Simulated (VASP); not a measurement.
## ZrNb3N: single point with PBE

ZrNb3N:

```xyz
5
Lattice="2.7320 -3.8096 0.0000 2.7320 3.8096 0.0000 0.0000 0.0000 3.5539" Properties=species:S:1:pos:R:3 pbc="T T T"
Zr    0.0000    0.0000    0.0000
Nb    1.3660    1.9048    0.0000
Nb    1.3660   -1.9048    0.0000
Nb    2.7320    0.0000    1.7769
N     0.0000    0.0000    1.7769
```

| Property | Result |
| --- | --- |
| Program | VASP 6.6.1 |
| Task | single point |
| Functional | PBE |
| Potentials or basis | VASP PAW PBE potentials, release 64 (Zr_sv, Nb_sv, N) |
| Cutoff | 520 eV |
| k mesh | 4 × 4 × 6 |
| Occupations | gaussian, width 0.1 eV |
| Spin | no spin polarisation |

| Property | Result |
| --- | --- |
| Pressure | 60.2 GPa |
| Band gap on the k mesh | zero (band 28 reaches 13.98 eV, above the bottom of band 29 at 11.62 eV) |

Stress tensor (GPa, compression positive):
```
34.32  0.00  0.00
 0.00 70.44  0.00
 0.00  0.00 75.81
```

Levels at points of the mesh, in eV from the Fermi level:
```
           k point  band 24  band 25  band 26  band 27  band 28  band 29  band 30  band 31  band 32  band 33
(0.00, 0.00, 0.00)    -2.71    -2.57    -2.57    -2.21    -1.89     1.39     2.04     2.13     2.18     3.06
(0.50, 0.00, 0.00)    -1.60    -1.45    -1.00    -0.59    -0.11     0.18     0.23     1.67     1.73     1.75
(0.50, 0.50, 0.00)    -0.49    -0.12     0.19     0.27     0.28     0.29     0.42     0.51     0.80     1.30
(0.00, 0.00, 0.50)    -1.60    -1.40    -1.02    -0.53    -0.34    -0.23     0.97     1.49     1.79     2.83
(0.50, 0.00, 0.50)    -1.83    -1.18    -0.85    -0.24     0.18     0.21     0.75     2.10     2.44     2.65
(0.50, 0.50, 0.50)    -1.83    -1.59    -1.45    -0.42     2.14     2.16     2.37     2.63     2.67     2.82
```

Run time: 77 s on 1 thread of Intel(R) Xeon(R) Platinum 8488C (Sapphire Rapids), on a shared host, peak memory 0.22 GiB.
